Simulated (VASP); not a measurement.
# MgI2 (P-3m1) in VASP: notebook

MgI2 is run at these levels: PBE; tasks: single point.

Everything below comes from runs of VASP 6.6.1. Logs are shortened: lines on timing, memory, paths and dates and some standing lists are left out, and cuts for length are marked.

## Step 1: The cell of the first run

Symmetry: P-3m1, No. 164, trigonal system. The conventional cell has a = 4.230 Å, b = 4.230 Å, c = 7.853 Å, α = 90.00°, β = 90.00°, γ = 120.00°. Within 3.9 Å of Mg (site symmetry -3m) lie 6 I at 2.98 Å. I (site symmetry 3m) has 3 Mg at 2.98 Å within 3.9 Å.

## Step 2: Single point, PBE

The input, INCAR:

```
SYSTEM = MgI2
PREC     = Accurate       ! precision mode
ENCUT    = 520            ! plane-wave cutoff, eV
EDIFF    = 1E-6           ! SCF threshold, eV
ISMEAR   = 0              ! smearing method
SIGMA    = 0.05           ! smearing width, eV
LREAL    = .FALSE.        ! projectors in reciprocal space
LASPH    = .TRUE.         ! aspherical terms in the spheres
NELM     = 60             ! most SCF steps
ALGO     = Normal         ! electronic algorithm
ISIF     = 2              ! what is computed and relaxed
LWAVE    = .FALSE.        ! write WAVECAR
LCHARG   = .FALSE.        ! write CHGCAR
GGA      = PE             ! functional
NBANDS   = 15             ! bands
```

The input, KPOINTS:

```
Automatic mesh
0
G
  6 6 4
  0 0 0
```

The input, POSCAR:

```
MgI2
1.0
    4.2295124603      0.0000000000      0.0000000000
   -2.1147562301      3.6628652362      0.0000000000
    0.0000000000      0.0000000000      7.8531465561
Mg I
1 2
Direct
    0.0000000000      0.0000000000      0.0000000000
    0.3333333333      0.6666666667      0.7820264016
    0.6666666667      0.3333333333      0.2179735984
```

Potentials or basis: VASP PAW PBE potentials, release 64 (Mg, I).

On the command line:

```console
$ cat potpaw_PBE.64/Mg/POTCAR potpaw_PBE.64/I/POTCAR > POTCAR
$ mpirun -np 1 vasp_std > vasp.out
```

OUTCAR:

```text
SYSTEM = MgI2
   PREC = Accurate
   ENCUT = 520
   EDIFF = 1E-6
   ISMEAR = 0
   LREAL = .FALSE.
   LASPH = .TRUE.
   NELM = 60
   ISIF = 2
   GGA = PE

 ion  position               nearest neighbor table
   1  0.000  0.000  0.000-   2 2.98   3 2.98   2 2.98   3 2.98   3 2.98   2 2.98
   2  0.333  0.667  0.782-   1 2.98   1 2.98   1 2.98
   3  0.667  0.333  0.218-   1 2.98   1 2.98   1 2.98

  LATTYP: Found a hexagonal cell.
 ALAT       =     4.2295124603
 C/A-ratio  =     1.8567498334

  Lattice vectors:

 A1 = (   4.2295124603,   0.0000000000,   0.0000000000)
 A2 = (  -2.1147562301,   3.6628652362,   0.0000000000)
 A3 = (   0.0000000000,   0.0000000000,   7.8531465561)

Analysis of symmetry for initial positions (statically):
[... 33 lines left out ...]
                                     Primitive cell

  volume of cell :     121.6620

  direct lattice vectors                    reciprocal lattice vectors
     4.229512460  0.000000000  0.000000000     0.236433870  0.136505159  0.000000000
    -2.114756230  3.662865236  0.000000000     0.000000000  0.273010317  0.000000000
     0.000000000  0.000000000  7.853146556     0.000000000  0.000000000  0.127337494

  length of vectors
     4.229512460  4.229512460  7.853146556     0.273010317  0.273010317  0.127337494

  position of ions in fractional coordinates (direct lattice)
     0.000000000  0.000000000  0.000000000
     0.333333333  0.666666667  0.782026402
     0.666666667  0.333333333  0.217973598

  ion indices of the primitive-cell ions
   primitive index   ion index
                 1           1
                 2           2
                 3           3

----------------------------------------------------------------------------------------

 KPOINTS: Automatic mesh

Automatic generation of k-mesh.
 Grid dimensions read from file:
 generate k-points for:    6    6    4

 Generating k-lattice:

  Cartesian coordinates                     Fractional coordinates (reciprocal lattice)
     0.039405645  0.022750860  0.000000000     0.166666667  0.000000000  0.000000000
     0.000000000  0.045501720  0.000000000     0.000000000  0.166666667  0.000000000
     0.000000000  0.000000000  0.031834373     0.000000000  0.000000000  0.250000000

  Length of vectors
     0.045501720  0.045501720  0.031834373

  Shift w.r.t. Gamma in fractional coordinates (k-lattice)
[... 9 lines left out ...]
  0.000000  0.000000  0.000000      1.000000
  0.166667  0.000000  0.000000      6.000000
  0.333333  0.000000  0.000000      6.000000
  0.500000  0.000000  0.000000      3.000000
  0.166667  0.166667  0.000000      6.000000
  0.333333  0.166667  0.000000     12.000000
[... 22 lines left out ...]
   dimension x,y,z NGXF=    64 NGYF=   64 NGZF=  120
   ions per type =               1   2
   NGX,Y,Z   is equivalent  to a cutoff of  12.58, 12.58, 12.70 a.u.
   NGXF,Y,Z  is equivalent  to a cutoff of  25.16, 25.16, 25.40 a.u.
 SYSTEM =  MgI2
   PREC   = accura    normal or accurate (medium, high low for compatibility)
   ISTART =      0    job   : 0-new  1-cont  2-samecut
   ICHARG =      2    charge: 1-file 2-atom 10-const
   ISPIN  =      1    spin polarized calculation?
   LNONCOLLINEAR =      F non collinear calculations
   LSORBIT =      F    spin-orbit coupling
   LASPH  =      T    aspherical Exc in radial PAW
   ENCUT  =  520.0 eV  38.22 Ry    6.18 a.u.   7.86  7.86 14.60*2*pi/ulx,y,z
   NELM   =     60;   NELMIN=  2; NELMDL= -5     # of ELM steps
   EDIFF  = 0.1E-05   stopping-criterion for ELM
   LREAL  =      F    real-space projection
   EDIFFG = 0.1E-04   stopping-criterion for IOM
   NSW    =      0    number of steps for IOM
   IBRION =     -1    ionic relax: 0-MD 1-quasi-New 2-CG
[... 14 lines left out ...]
     AMIX     =   0.40;   BMIX     =  1.00
     AMIX_MAG =   1.60;   BMIX_MAG =  1.00
  volume/ion in A,a.u.               =      40.55       273.67
  Fermi-wavevector in a.u.,A,eV,Ry     =   0.832524  1.573241  9.430135  0.693095
  Thomas-Fermi vector in A             =   1.945594
   LORBIT       =      0    0 simple, 1 ext, 2 COOP (PROOUT), +10 PAW based schemes
   GGA     = PE    functional components
[... 6 lines left out ...]
 Gauss-broadening in eV      SIGMA  =   0.05
  energy-cutoff  :      520.00
  volume of cell :      121.66
 maximum number of plane-waves:      3312
   NGX = 15   NGY = 15   NGZ = 29

 number of electron      15.9999998 magnetization

 Free energy of the ion-electron system (eV)
  ---------------------------------------------------
  ext. energy  EPLUGINS =         0.00000000
  ---------------------------------------------------
  free energy    TOTEN  =        -7.72685196 eV

  energy without entropy =       -7.72685196  energy(sigma->0) =       -7.72685196

 E-fermi :   1.0346     XC(G=0):  -7.3966

 val. band max:        0.8275332009   @ k =   0.0000   0.0000   0.0000
 cond. band min:       4.3511079354   @ k =   0.5000   0.0000   0.5000
 fundamental gap:      3.5235747345
 Fermi energy:         1.0345508705

 k-point     1 :       0.0000    0.0000    0.0000
  band No.  band energies     occupation
      1     -10.8450      2.00000
      2     -10.3680      2.00000
      3      -2.1355      2.00000
      4       0.5045      2.00000
      5       0.5717      2.00000
      6       0.5717      2.00000
      7       0.8275      2.00000
      8       0.8275      2.00000
      9       4.3980      0.00000
     10       5.7161      0.00000
     11       7.5134      0.00000
     12       7.5134      0.00000
     13       7.7863      0.00000
     14       8.9946      0.00000
     15       8.9946      0.00000

 k-point     2 :       0.1667    0.0000    0.0000
  band No.  band energies     occupation
      1     -10.7263      2.00000
      2     -10.2991      2.00000
      3      -2.0056      2.00000
      4      -0.3461      2.00000
      5       0.0892      2.00000
      6       0.3017      2.00000
      7       0.5231      2.00000
      8       0.7593      2.00000
      9       5.1464      0.00000
     10       6.2502      0.00000
     11       6.9732      0.00000
     12       7.8781      0.00000
     13       8.0043      0.00000
     14       8.8681      0.00000
     15       9.2172      0.00000

 k-point     3 :       0.3333    0.0000    0.0000
  band No.  band energies     occupation
      1     -10.4509      2.00000
      2     -10.1699      2.00000
      3      -2.0448      2.00000
      4      -1.4350      2.00000
      5      -0.6703      2.00000
      6      -0.0899      2.00000
      7       0.3846      2.00000
      8       0.5477      2.00000
      9       4.8391      0.00000
     10       6.2410      0.00000
     11       6.9437      0.00000
     12       8.0234      0.00000
     13       8.0636      0.00000
     14       8.7855      0.00000
     15       9.7314      0.00000

 k-point     4 :       0.5000    0.0000    0.0000
  band No.  band energies     occupation
      1     -10.2683      2.00000
      2     -10.1329      2.00000
      3      -2.4116      2.00000
      4      -1.7671      2.00000
      5      -0.5533      2.00000
      6      -0.2523      2.00000
      7       0.1680      2.00000
      8       0.4379      2.00000
      9       4.4256      0.00000
     10       6.2061      0.00000
     11       6.5682      0.00000
     12       7.9834      0.00000
     13       8.0954      0.00000
     14       9.4500      0.00000
     15       9.6609      0.00000
[... 307 lines left out ...]
 k-point    22 :       0.1667    0.1667    0.5000
  band No.  band energies     occupation
      1     -10.5068      2.00000
      2     -10.2232      2.00000
      3      -1.8741      2.00000
      4      -1.0944      2.00000
      5      -0.5868      2.00000
      6       0.0881      2.00000
      7       0.1482      2.00000
      8       0.3808      2.00000
      9       5.3687      0.00000
     10       6.6628      0.00000
     11       7.4954      0.00000
     12       7.5316      0.00000
     13       8.0923      0.00000
     14       8.4310      0.00000
     15       9.3321      0.00000

 k-point    23 :       0.3333    0.1667    0.5000
  band No.  band energies     occupation
      1     -10.2688      2.00000
      2     -10.1348      2.00000
      3      -2.2150      2.00000
      4      -1.6475      2.00000
      5      -0.8153      2.00000
      6      -0.4413      2.00000
      7       0.1012      2.00000
      8       0.3221      2.00000
      9       4.9762      0.00000
     10       6.5460      0.00000
     11       7.1405      0.00000
     12       7.7057      0.00000
     13       7.8342      0.00000
     14       9.2857      0.00000
     15       9.8772      0.00000

 k-point    24 :       0.3333    0.3333    0.5000
  band No.  band energies     occupation
      1     -10.1452      2.00000
      2     -10.1452      2.00000
      3      -2.0575      2.00000
      4      -1.4462      2.00000
      5      -1.4462      2.00000
      6      -0.9806      2.00000
      7       0.2169      2.00000
      8       0.2169      2.00000
      9       5.2537      0.00000
     10       6.8032      0.00000
     11       6.8032      0.00000
     12       8.3406      0.00000
     13       9.1095      0.00000
     14       9.2095      0.00000
     15       9.5223      0.00000

------------------------ aborting loop because EDIFF is reached ----------------------------------------

  FORCE on cell =-STRESS in cart. coord.  units (eV):
  Direction    XX          YY          ZZ          XY          YZ          ZX
  --------------------------------------------------------------------------------------
  -------------------------------------------------------------------------------------
  Total       -0.5138216     -0.5138216     -0.7432045     -0.0000000      0.0000000     -0.0000000
  in kB       -6.7665614     -6.7665614     -9.7873244     -0.0000000      0.0000000     -0.0000000
  external PRESSURE =      -7.7734824 kB  Pullay stress =       0.0000000 kB

 VOLUME and BASIS-vectors are now :
 -----------------------------------------------------------------------------
  energy-cutoff  :      520.00
  volume of cell :      121.66
      direct lattice vectors                 reciprocal lattice vectors
     4.229512460  0.000000000  0.000000000     0.236433870  0.136505159  0.000000000
    -2.114756230  3.662865236  0.000000000     0.000000000  0.273010317  0.000000000
     0.000000000  0.000000000  7.853146556     0.000000000  0.000000000  0.127337494

 POSITION                                       TOTAL-FORCE (eV/Angst)
 -----------------------------------------------------------------------------------
      0.00000      0.00000      0.00000         0.000000      0.000000      0.000000
     -0.00000      2.44191      6.14137        -0.000000      0.000000      0.220249
      2.11476      1.22096      1.71178        -0.000000      0.000000     -0.220249
 -----------------------------------------------------------------------------------
    total drift:                                0.000000     -0.000000      0.000000

  FREE ENERGIE OF THE ION-ELECTRON SYSTEM (eV)
  ---------------------------------------------------
  free  energy   TOTEN  =        -7.7268519596 eV

  energy  without entropy=       -7.7268519596  energy(sigma->0) =       -7.72685196
```

Wall time 19 s (1 thread of AMD EPYC 9R45 (Zen 5), shared host); peak memory 0.22 GiB.

Results:

* Free energy: -7.7269 eV
* Pressure: -0.8 GPa
* Largest force: 0.220 eV/Å
* Band gap on the k mesh: 3.52 eV, indirect (least direct gap 3.57 eV)

Forces on the atoms (eV/Å):
```
Mg   0.000  0.000  0.000
I    0.000  0.000  0.220
I    0.000  0.000 -0.220
```

Caveat: spin-orbit coupling is left out, which moves the levels of the heavy elements; this functional lacks dispersion, which binds the layers, so the pressure and a relaxed spacing across them are unreliable.

## Step 3: Single point, PBE

The input, INCAR:

```
PREC = Accurate ; ENCUT = 520
EDIFF = 1E-6 ; ISMEAR = 0
SIGMA = 0.05 ; LREAL = F
LASPH = T ; NELM = 80
ALGO = Normal ; ISIF = 2
LWAVE = F ; LCHARG = F
GGA = PE ; NBANDS = 15
```

The input, KPOINTS:

```
Automatic mesh
0
Gamma
  6 6 4
```

The input, POSCAR:

```
MgI2
1.0
    4.2295124603      0.0000000000      0.0000000000
   -2.1147562301      3.6628652362      0.0000000000
    0.0000000000      0.0000000000      7.8531465561
Mg I
1 2
Direct
    0.0000000000      0.0000000000      0.0000000000
    0.3333333333      0.6666666667      0.7705052557
    0.6666666667      0.3333333333      0.2294947443
```

Potentials or basis: VASP PAW PBE potentials, release 64 (Mg, I).

On the command line:

```console
$ cat potpaw_PBE.64/Mg/POTCAR potpaw_PBE.64/I/POTCAR > POTCAR
$ mpirun -np 1 vasp_std > vasp.out
```

Wall time 19 s (1 thread of AMD EPYC 9R45 (Zen 5), shared host); peak memory 0.22 GiB.

The run converged. Its results:

| Quantity | Value |
| --- | --- |
| Free energy | -7.6530 eV |
| Pressure | -1.7 GPa |
| Largest force | 0.587 eV/Å |
| Band gap on the k mesh | 3.30 eV, direct |

Forces in eV/Å, atoms in the order of the input:
```
Mg   0.000  0.000  0.000
I    0.000  0.000  0.587
I    0.000  0.000 -0.587
```

Stress tensor (GPa, compression positive):
```
-1.26  0.00  0.00
 0.00 -1.26  0.00
 0.00  0.00 -2.72
```

Levels at points of the mesh, in eV from the valence-band top:
| k point | band 6 | band 7 | band 8 | band 9 | band 10 | band 11 |
| --- | --- | --- | --- | --- | --- | --- |
| (0.00, 0.00, 0.00) | -0.21 | 0.00 | 0.00 | 3.30 | 4.89 | 6.71 |
| (0.50, 0.00, 0.00) | -1.00 | -0.79 | -0.42 | 3.43 | 5.20 | 5.55 |
| (0.00, 0.00, 0.50) | -0.18 | -0.03 | -0.03 | 4.06 | 4.83 | 6.65 |
| (0.50, 0.00, 0.50) | -0.95 | -0.78 | -0.49 | 3.30 | 5.11 | 5.62 |

Caveat: spin-orbit coupling is left out, which moves the levels of the heavy elements; this functional lacks dispersion, which binds the layers, so the pressure and a relaxed spacing across them are unreliable. A k mesh can miss the band edges.
